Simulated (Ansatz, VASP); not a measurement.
**MgO: VASP beside Ansatz**

```
Mg O
1.0
     2.60557    0.00000    0.00000
     0.00000    2.60557    0.00000
     0.00000    0.00000    2.60557
Mg O
1 1
Direct
  0.00000 0.00000 0.00000
  0.50000 0.50000 0.50000
```

Change from the starting cell: volume scaled by 0.94, LAPW.

Alike in both runs: task single point; functional PBE; k mesh 15 × 15 × 15; occupations fermi-dirac, width 0.08 eV; no spin polarisation.

|  | VASP | Ansatz |
| --- | --- | --- |
| version | VASP 6.6.1 | Ansatz 0.2.0 |
| potentials or method | VASP PAW PBE potentials, release 64 (Mg, O), cutoff 520 eV | all-electron LAPW, scalar-relativistic |

|  | VASP | Ansatz | Ansatz less VASP |
| --- | --- | --- | --- |
| pressure (GPa) | 9.0 | 9.8 | +0.81 |

Ansatz ran all-electron here, and VASP with PAW potentials.
